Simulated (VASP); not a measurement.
# AlN (Fm-3m) in VASP: notebook, part 2 of 2

VASP 6.6.1. Earlier steps stand in the parts before.

## (3) Relaxation of cell and atoms, BLYP+D3(BJ)

The input, INCAR:

```
AGGAC = 1.0 ; AGGAX = 1.0
ALDAC = 0.0 ; ALDAX = 1.0
ALGO = Normal ; EDIFF = 1E-6
EDIFFG = -0.01 ; ENCUT = 600
GGA = B5 ; IBRION = 2
ISIF = 3 ; ISMEAR = -1
IVDW = 12 ; LASPH = True
LCHARG = False ; LREAL = False
LWAVE = False ; NELM = 100
NSW = 60 ; PREC = Accurate
SIGMA = 0.05 ; VDW_A1 = 0.4298
VDW_A2 = 4.2359 ; VDW_S6 = 1.0
VDW_S8 = 2.6996
```

The input, KPOINTS:

```
k-points
0
Gamma
  11 11 11
```

The input, POSCAR:

```
AlN
1.0
    0.0000000000      2.0345180000      2.0345180000
    2.0345180000      0.0000000000      2.0345180000
    2.0345180000      2.0345180000      0.0000000000
Al N
1 1
Direct
    0.5000000000      0.5000000000      0.5000000000
    0.0000000000      0.0000000000      0.0000000000
```

Potentials or basis: VASP PAW PBE potentials, release 64 (Al, N).

Launch:

```
$ cat potpaw_PBE.64/Al/POTCAR potpaw_PBE.64/N/POTCAR > POTCAR
$ mpirun -np 1 vasp_std > vasp.out
```

OUTCAR:

```text
EDIFF = 1E-6
   EDIFFG = -0.01
   ENCUT = 600
   GGA = B5
   IBRION = 2
   ISIF = 3
   ISMEAR = -1
   IVDW = 12
   LASPH = True
   LREAL = False
   NELM = 100
   NSW = 60
   PREC = Accurate
 IVDW          = 12

 ion  position               nearest neighbor table
   1  0.500  0.500  0.500-   2 2.03   2 2.03   2 2.03   2 2.03   2 2.03   2 2.03
   2  0.000  0.000  0.000-   1 2.03   1 2.03   1 2.03   1 2.03   1 2.03   1 2.03

  LATTYP: Found a face centered cubic cell.
 ALAT       =     4.0690360000

  Lattice vectors:

 A1 = (   0.0000000000,   2.0345180000,   2.0345180000)
 A2 = (   2.0345180000,   0.0000000000,   2.0345180000)
 A3 = (   2.0345180000,   2.0345180000,   0.0000000000)

Analysis of symmetry for initial positions (statically):
=====================================================================
 Subroutine PRICEL returns:
 Original cell was already a primitive cell.

 Routine SETGRP: Setting up the symmetry group for a
 face centered cubic supercell.

 Subroutine GETGRP returns: Found 48 space group operations
 (whereof 48 operations were pure point group operations)
 out of a pool of 48 trial point group operations.

The static configuration has the point symmetry O_h .

Analysis of symmetry for dynamics (positions and initial velocities):
=====================================================================
 Subroutine PRICEL returns:
 Original cell was already a primitive cell.

 Routine SETGRP: Setting up the symmetry group for a
 face centered cubic supercell.

 Subroutine GETGRP returns: Found 48 space group operations
 (whereof 48 operations were pure point group operations)
 out of a pool of 48 trial point group operations.

The dynamic configuration has the point symmetry O_h .

 Subroutine INISYM returns: Found 48 space group operations
 (whereof 48 operations are pure point group operations),
 and found     1 'primitive' translations

----------------------------------------------------------------------------------------

                                     Primitive cell

  volume of cell :      16.8428

  direct lattice vectors                    reciprocal lattice vectors
     0.000000000  2.034518000  2.034518000    -0.245758455  0.245758455  0.245758455
     2.034518000  0.000000000  2.034518000     0.245758455 -0.245758455  0.245758455
     2.034518000  2.034518000  0.000000000     0.245758455  0.245758455 -0.245758455

  length of vectors
     2.877242948  2.877242948  2.877242948     0.425666130  0.425666130  0.425666130

  position of ions in fractional coordinates (direct lattice)
     0.500000000  0.500000000  0.500000000
     0.000000000  0.000000000  0.000000000

  ion indices of the primitive-cell ions
   primitive index   ion index
                 1           1
                 2           2

----------------------------------------------------------------------------------------

 KPOINTS: k-points

Automatic generation of k-mesh.
 Grid dimensions read from file:
 generate k-points for:   11   11   11

 Generating k-lattice:

  Cartesian coordinates                     Fractional coordinates (reciprocal lattice)
    -0.022341678  0.022341678  0.022341678     0.090909091  0.000000000  0.000000000
     0.022341678 -0.022341678  0.022341678     0.000000000  0.090909091  0.000000000
     0.022341678  0.022341678 -0.022341678     0.000000000  0.000000000  0.090909091

  Length of vectors
     0.038696921  0.038696921  0.038696921

  Shift w.r.t. Gamma in fractional coordinates (k-lattice)
     0.000000000  0.000000000  0.000000000

 Subroutine IBZKPT returns following result:
 ===========================================

 Found     56 irreducible k-points:

 Following reciprocal coordinates:
            Coordinates               Weight
  0.000000  0.000000  0.000000      1.000000
  0.090909  0.000000  0.000000      8.000000
  0.181818  0.000000  0.000000      8.000000
  0.272727  0.000000  0.000000      8.000000
  0.363636  0.000000  0.000000      8.000000
  0.454545  0.000000  0.000000      8.000000
[... 16 lines left out ...]
 -0.272727  0.181818  0.000000     24.000000
 -0.181818  0.181818  0.000000     12.000000
 [... further k-points ...]
   k-points           NKPTS =     56   k-points in BZ     NKDIM =     56   number of bands    NBANDS=      8
   number of dos      NEDOS =    301   number of ions     NIONS =      2
   total plane-waves  NPLWV =  13824
   dimension x,y,z NGX =    24 NGY =   24 NGZ =   24
   dimension x,y,z NGXF=    48 NGYF=   48 NGZF=   48
   ions per type =               1   1
   NGX,Y,Z   is equivalent  to a cutoff of  13.87, 13.87, 13.87 a.u.
   NGXF,Y,Z  is equivalent  to a cutoff of  27.73, 27.73, 27.73 a.u.
 SYSTEM =  unknown system
   PREC   = accura    normal or accurate (medium, high low for compatibility)
   ISTART =      0    job   : 0-new  1-cont  2-samecut
   ICHARG =      2    charge: 1-file 2-atom 10-const
   ISPIN  =      1    spin polarized calculation?
   LNONCOLLINEAR =      F non collinear calculations
   LSORBIT =      F    spin-orbit coupling
   LASPH  =      T    aspherical Exc in radial PAW
   ENCUT  =  600.0 eV  44.10 Ry    6.64 a.u.   5.75  5.75  5.75*2*pi/ulx,y,z
   NELM   =    100;   NELMIN=  2; NELMDL= -5     # of ELM steps
   EDIFF  = 0.1E-05   stopping-criterion for ELM
   LREAL  =      F    real-space projection
   EDIFFG = -.1E-01   stopping-criterion for IOM
   NSW    =     60    number of steps for IOM
   IBRION =      2    ionic relax: 0-MD 1-quasi-New 2-CG
   NFREE  =      1    steps in history (QN), initial steepest desc. (CG)
   ISIF   =      3    stress and relaxation
   ISYM   =      2    0-nonsym 1-usesym 2-fastsym
   POTIM  = 0.5000    time-step for ionic-motion
   TEBEG  =    0.0;   TEEND  =   0.0 temperature during run
   PSTRESS=    0.0 pullay stress
   NELECT =       8.0000    total number of electrons
   NUPDOWN=      -1.0000    fix difference up-down
   EMIN   =  10.00;   EMAX   =-10.00  energy-range for DOS
   EFERMI =   0.00;   METHOD = LEGACY
   ISMEAR =    -1;   SIGMA  =   0.05  broadening in eV -4-tet -1-fermi 0-gaus
   EFERMI_NEDOS =   21; number of points for ismear=-14 and -15
   IALGO  =     38    algorithm
   IMIX   =      4    mixing-type and parameters
     AMIX     =   0.40;   BMIX     =  1.00
     AMIX_MAG =   1.60;   BMIX_MAG =  1.00
  volume/ion in A,a.u.               =       8.42        56.83
  Fermi-wavevector in a.u.,A,eV,Ry     =   1.277321  2.413786 22.198561  1.631548
  Thomas-Fermi vector in A             =   2.409927
   LORBIT       =      0    0 simple, 1 ext, 2 COOP (PROOUT), +10 PAW based schemes
   GGA     = B5    functional components
   LHFCALC =     F    Hartree Fock is set to
   AEXX    =    0.0000 exact exchange contribution
   IVDW    =    12    specifies the selected vdW correction
   LEPSILON=     F    determine dielectric tensor
   LRPA    =     F    only Hartree local field effects (RPA)
 conjugate gradient relaxation of ions
 non-spin polarized calculation
  energy-cutoff  :      600.00
  volume of cell :       16.84
 maximum number of plane-waves:       572
   NGX = 11   NGY = 11   NGZ = 11

--------------------------------------- Ionic step        1  -------------------------------------------

 number of electron       7.9999999 magnetization

 Free energy of the ion-electron system (eV)
  ---------------------------------------------------
  ext. energy  EPLUGINS =         0.00000000
  ---------------------------------------------------
  free energy    TOTEN  =       -13.31652740 eV

  energy without entropy =      -13.31652740  energy(sigma->0) =      -13.31652740

------------------------ aborting loop because EDIFF is reached ----------------------------------------

 Edisp (eV)   -1.44350

 E8    (eV) :    -1.0050
[... 71 lines left out ...]
--------------------------------------- Ionic step        3  -------------------------------------------

 number of electron       7.9999999 magnetization

 Free energy of the ion-electron system (eV)
  ---------------------------------------------------
  ext. energy  EPLUGINS =         0.00000000
  ---------------------------------------------------
  free energy    TOTEN  =       -13.27718129 eV

  energy without entropy =      -13.27718129  energy(sigma->0) =      -13.27718129

 E-fermi :  11.6462     XC(G=0): -11.7157

 val. band max:       10.6112683666   @ k =   0.0000   0.0000   0.0000
 cond. band min:      15.6452690101   @ k =   0.4545   0.4545   0.0000
 fundamental gap:      5.0340006434
 Fermi energy:        11.6462444103

 k-point     1 :       0.0000    0.0000    0.0000
  band No.  band energies     occupation
      1      -6.9482      2.00000
      2      10.6113      2.00000
      3      10.6113      2.00000
      4      10.6113      2.00000
      5      16.8339      0.00000
      6      23.1620      0.00000
      7      23.1620      0.00000
      8      23.1620      0.00000
[... 243 lines left out ...]
 k-point    24 :      -0.1818    0.1818    0.0000
  band No.  band energies     occupation
      1      -5.2395      2.00000
      2       6.1893      2.00000
      3       8.1546      2.00000
      4      10.0601      2.00000
      5      19.5638      0.00000
      6      20.9780      0.00000
      7      22.1486      0.00000
      8      23.6220      0.00000

 [... further k-points ...]

------------------------ aborting loop because EDIFF is reached ----------------------------------------

 Edisp (eV)   -1.50275

 E8    (eV) :    -1.0466
[... 25 lines left out ...]
  FREE ENERGIE OF THE ION-ELECTRON SYSTEM (eV)
  ---------------------------------------------------
  free  energy   TOTEN  =       -14.7799331539 eV

  energy  without entropy=      -14.7799331539  energy(sigma->0) =      -14.77993315

 reached required accuracy - stopping structural energy minimisation
```

Wall time 42 s (1 thread of Intel Xeon 8259CL, shared host); peak memory 0.15 GiB.

Results:

```yaml
Free_energy: -14.7799 eV
Relaxed_volume: 8.10 Å³/atom
Relaxed_cell: a = 2.841 Å, b = 2.841 Å, c = 2.841 Å, α = 60.00°, β = 60.00°, γ = 60.00°
Space_group_after_relaxing_to_0.05_Å: Fm-3m (No. 225)
Energy_gained_by_relaxing: 10.0 meV/atom
Ionic_steps: 3
Pressure_after_relaxing: -0.1 GPa
Band_gap_on_the_k_mesh: 5.03 eV, indirect (least direct gap 6.22 eV)
Dispersion_energy_per_atom: -0.751 eV
```

Step by step:
| step | energy change (eV) | largest force (eV/Å) | pressure (GPa) | volume (Å³) |
| --- | --- | --- | --- | --- |
| 1 | 0.0000 | 0.0000 | -9.66 | 16.84 |
| 2 | -0.0021 | 0.0000 | 10.41 | 15.64 |
| 3 | -0.0199 | 0.0000 | -0.07 | 16.21 |

Final structure:
```xyz
2
Lattice="0.0000 2.0086 2.0086 2.0086 0.0000 2.0086 2.0086 2.0086 0.0000" Properties=species:S:1:pos:R:3 pbc="T T T"
Al    2.0086    2.0086    2.0086
N     0.0000    0.0000    0.0000
```

Levels at points of the mesh, in eV from the valence-band top:
```
           k point  band 1  band 2  band 3  band 4  band 5  band 6  band 7  band 8
(0.00, 0.00, 0.00)  -17.56    0.00    0.00    0.00    6.22   12.55   12.55   12.55
```

Caveat: the PAW data sets were made with another functional, which shifts forces and pressure a little.

## (4) Relaxation of cell and atoms, BLYP+D4

The input, INCAR:

```
SYSTEM = AlN
PREC = Accurate
ENCUT = 600
EDIFF = 1E-6
ISMEAR = -1
SIGMA = 0.05
LREAL = .FALSE.
LASPH = .TRUE.
NELM = 100
ALGO = Normal
ISIF = 3
LWAVE = .FALSE.
LCHARG = .FALSE.
GGA = B5
ALDAX = 1.0
AGGAX = 1.0
AGGAC = 1.0
ALDAC = 0.0
IVDW = 13
VDW_S6 = 1.0
VDW_S8 = 2.34076671
VDW_A1 = 0.44488865
VDW_A2 = 4.0933009
IBRION = 2
NSW = 60
EDIFFG = -0.01
```

The input, KPOINTS:

```
regular mesh
0
G
  11 11 11
  0 0 0
```

POSCAR is that of step 3.

Launch:

```
$ cat potpaw_PBE.64/Al/POTCAR potpaw_PBE.64/N/POTCAR > POTCAR
$ mpirun -np 1 vasp_std > vasp.out
```

Wall time 44 s (1 thread of Intel Xeon 8259CL, shared host); peak memory 0.14 GiB.

The run converged. Its results:

- Free energy: -14.7400 eV
- Relaxed volume: 8.13 Å³/atom
- Relaxed cell: a = 2.843 Å, b = 2.843 Å, c = 2.843 Å, α = 60.00°, β = 60.00°, γ = 60.00°
- Space group after relaxing (to 0.05 Å): Fm-3m (No. 225)
- Energy gained by relaxing: 8.5 meV/atom
- Ionic steps: 3
- Pressure after relaxing: -0.1 GPa
- Band gap on the k mesh: 5.00 eV, indirect (least direct gap 6.18 eV)
- Dispersion energy per atom: -0.729 eV

Step by step:
```csv
step,energy change (eV),largest force (eV/Å),pressure (GPa),volume (Å³)
1,0.0000,0.0000,-8.93,16.84
2,-0.0018,0.0000,9.54,15.72
3,-0.0170,0.0000,-0.06,16.25
```

Final structure:
```
Al N
1.0
     0.00000    2.01054    2.01054
     2.01054    0.00000    2.01054
     2.01054    2.01054    0.00000
Al N
1 1
Cartesian
  2.0105 2.0105 2.0105
  0.0000 0.0000 0.0000
```

Levels at points of the mesh, in eV from the valence-band top:
```csv
k point,band 1,band 2,band 3,band 4,band 5,band 6,band 7,band 8
"(0.00, 0.00, 0.00)",-17.53,0.00,0.00,0.00,6.18,12.54,12.54,12.54
```

Caveat: the PAW data sets were made with another functional, which shifts forces and pressure a little.

## (5) Single point, PBE0

POSCAR is that of step 4.

The input, INCAR.step1:

```
PREC     = Accurate       # precision mode
ENCUT    = 520            # plane-wave cutoff, eV
EDIFF    = 1E-5           # SCF threshold, eV
ISMEAR   = -1             # smearing method
SIGMA    = 0.05           # smearing width, eV
LREAL    = False          # projectors in reciprocal space
LASPH    = True           # aspherical terms in the spheres
NELM     = 60             # most SCF steps
ALGO     = Normal         # electronic algorithm
ISIF     = 2              # what is computed and relaxed
LWAVE    = True           # write WAVECAR
GGA      = PE             # functional
NBANDS   = 11             # bands
```

The input, INCAR.step2:

```
PREC     = Accurate       # precision mode
ENCUT    = 520            # plane-wave cutoff, eV
EDIFF    = 1E-7           # SCF threshold, eV
ISMEAR   = -1             # smearing method
SIGMA    = 0.05           # smearing width, eV
LREAL    = False          # projectors in reciprocal space
LASPH    = True           # aspherical terms in the spheres
NELM     = 60             # most SCF steps
ALGO     = Normal         # electronic algorithm
ISIF     = 2              # what is computed and relaxed
LWAVE    = False          # write WAVECAR
LCHARG   = True           # write CHGCAR
GGA      = PE             # functional
LHFCALC  = True           # exact exchange
AEXX     = 0.25           # exact-exchange fraction
PRECFOCK = Normal       
LELF     = True           # ELF
LVHAR    = True         
ISTART   = 1            
NBANDS   = 11             # bands
```

The input, KPOINTS:

```
regular mesh
0
Gamma
  8 8 8
```

Launch:

```
$ cat potpaw_PBE.64/Al/POTCAR potpaw_PBE.64/N/POTCAR > POTCAR
$ cp INCAR.step1 INCAR
$ mpirun -np 1 vasp_std > vasp.out
$ cp INCAR.step2 INCAR
$ mpirun -np 1 vasp_std > vasp.out
```

It took 23 min on 1 thread of AMD EPYC 7R13 (Zen 3), shared host; peak memory 0.12 GiB.

It converged, with:

| Property | Result |
| --- | --- |
| Free energy | -18.0443 eV |
| Pressure | -7.5 GPa |
| Band gap on the k mesh | 6.53 eV, indirect (least direct gap 7.65 eV) |

Levels at points of the mesh, in eV from the valence-band top:
```tsv
k point	band 1	band 2	band 3	band 4	band 5	band 6	band 7	band 8	band 9
(0.00, 0.00, 0.00)	-19.08	0.00	0.00	0.00	7.65	14.50	14.50	14.50	19.62
(0.50, 0.00, 0.00)	-15.68	-8.92	-1.13	-1.13	8.15	13.20	13.20	16.00	18.56
(0.50, 0.50, 0.00)	-14.66	-7.92	-3.01	-3.01	6.53	7.38	16.77	19.95	19.95
```

Caveat: the PAW data sets were made with another functional, which shifts forces and pressure a little.

## (6) Single point, PBE-based screened hybrid

POSCAR is that of step 5.

The input, INCAR.step1:

```
  PREC = Accurate
  ENCUT = 520
  EDIFF = 1E-5
  ISMEAR = -1
  SIGMA = 0.05
  LREAL = False
  LASPH = True
  NELM = 100
  ALGO = Normal
  ISIF = 2
  LWAVE = True
  GGA = PE
  NBANDS = 11
```

The input, INCAR.step2:

```
  PREC = Accurate
  ENCUT = 520
  EDIFF = 1E-6
  ISMEAR = -1
  SIGMA = 0.05
  LREAL = False
  LASPH = True
  NELM = 100
  ALGO = Normal
  ISIF = 2
  LWAVE = False
  LCHARG = True
  GGA = PE
  LHFCALC = True
  AEXX = 0.05
  HFSCREEN = 0.2
  PRECFOCK = Normal
  LELF = True
  LVHAR = True
  ISTART = 1
  NBANDS = 11
```

The input, KPOINTS:

```
Automatic mesh
0
Gamma
  6 6 6
```

Potentials or basis: VASP PAW PBE potentials, release 64 (Al, N).

Launch:

```
$ cat potpaw_PBE.64/Al/POTCAR potpaw_PBE.64/N/POTCAR > POTCAR
$ cp INCAR.step1 INCAR
$ mpirun -np 1 vasp_std > vasp.out
$ cp INCAR.step2 INCAR
$ mpirun -np 1 vasp_std > vasp.out
```

OUTCAR:

```text
PREC = Accurate
   ENCUT = 520
   EDIFF = 1E-6
   ISMEAR = -1
   LREAL = False
   LASPH = True
   NELM = 100
   ISIF = 2
   GGA = PE
   LHFCALC = True
   AEXX = 0.05
   HFSCREEN = 0.2
   PRECFOCK = Normal
   ISTART = 1

 ion  position               nearest neighbor table
   1  0.500  0.500  0.500-   2 2.03   2 2.03   2 2.03   2 2.03   2 2.03   2 2.03
   2  0.000  0.000  0.000-   1 2.03   1 2.03   1 2.03   1 2.03   1 2.03   1 2.03

[... 410 lines left out ...]
     10      31.3534      0.00000
     11      34.5905      0.00000

------------------------ aborting loop because EDIFF is reached ----------------------------------------

  FORCE on cell =-STRESS in cart. coord.  units (eV):
  Direction    XX          YY          ZZ          XY          YZ          ZX
  --------------------------------------------------------------------------------------
  -------------------------------------------------------------------------------------
  Total       -0.1634586     -0.1634586     -0.1634586     -0.0000000      0.0000000      0.0000000
  in kB      -15.5490495    -15.5490495    -15.5490495     -0.0000000      0.0000000      0.0000000
  external PRESSURE =     -15.5490495 kB  Pullay stress =       0.0000000 kB

 VOLUME and BASIS-vectors are now :
 -----------------------------------------------------------------------------
  energy-cutoff  :      520.00
  volume of cell :       16.84
      direct lattice vectors                 reciprocal lattice vectors
     0.000000000  2.034518000  2.034518000    -0.245758455  0.245758455  0.245758455
     2.034518000  0.000000000  2.034518000     0.245758455 -0.245758455  0.245758455
     2.034518000  2.034518000  0.000000000     0.245758455  0.245758455 -0.245758455

 POSITION                                       TOTAL-FORCE (eV/Angst)
 -----------------------------------------------------------------------------------
      2.03452      2.03452      2.03452        -0.000000     -0.000000     -0.000000
      0.00000      0.00000      0.00000         0.000000      0.000000      0.000000
 -----------------------------------------------------------------------------------
    total drift:                                0.000015      0.000023      0.000024

  FREE ENERGIE OF THE ION-ELECTRON SYSTEM (eV)
  ---------------------------------------------------
  free  energy   TOTEN  =       -15.0542523404 eV

  energy  without entropy=      -15.0542523404  energy(sigma->0) =      -15.05425234
```

Wall time 3.8 min (1 thread of AMD EPYC 7R43 (Zen 3), shared host); peak memory 0.2 GiB.

Results:

| Quantity | Value |
| --- | --- |
| Free energy | -15.0543 eV |
| Pressure | -1.6 GPa |
| Band gap on the k mesh | 4.69 eV, indirect (least direct gap 5.70 eV) |

Levels at points of the mesh, in eV from the valence-band top:
| k point | band 2 | band 3 | band 4 | band 5 | band 6 | band 7 |
| --- | --- | --- | --- | --- | --- | --- |
| (0.00, 0.00, 0.00) | 0.00 | 0.00 | 0.00 | 5.70 | 12.43 | 12.43 |
| (0.50, 0.00, 0.00) | -8.33 | -1.06 | -1.06 | 6.29 | 11.16 | 11.16 |
| (0.50, 0.50, 0.00) | -7.39 | -2.80 | -2.80 | 4.69 | 5.59 | 14.26 |

Caveat: the k points lie up to 0.45 Å⁻¹ apart; the PAW data sets were made with another functional, which shifts forces and pressure a little.

## (7) The runs side by side

| task | level | cell | k mesh | cutoff (eV) | grid for exact exchange (PRECFOCK) | share of exact exchange | screening parameter | gap on the mesh (eV) | pressure (GPa) | relaxed volume (Å³/atom) |
| --- | --- | --- | --- | --- | --- | --- | --- | --- | --- | --- |
| relaxation of cell and atoms | RPBE+D4 | relaxed | 11 × 11 × 11 | 600 | - | - | - | 5.09 | -0.1 | 8.06 |
| relaxation of cell and atoms | BLYP+D3(BJ) | relaxed | 11 × 11 × 11 | 600 | - | - | - | 5.03 | -0.1 | 8.10 |
| relaxation of cell and atoms | BLYP+D4 | relaxed | 11 × 11 × 11 | 600 | - | - | - | 5.00 | -0.1 | 8.13 |
| single point | PBE0 | as given | 8 × 8 × 8 | 520 | Normal | - | - | 6.53 | -7.5 | - |
| single point | PBE-based screened hybrid | as given | 6 × 6 × 6 | 520 | Normal | 0.05 | 0.2 1/Å | 4.69 | -1.6 | - |

Alike in all rows: potentials or basis VASP PAW PBE potentials, release 64 (Al, N); no spin polarisation; smearing fermi-dirac 0.05 eV.

Caveats: some runs use coarse meshes; the PAW data sets were made with another functional, which shifts forces and pressure a little.

Total energies depend on the potentials used, so only differences within one code and one set of settings carry meaning.
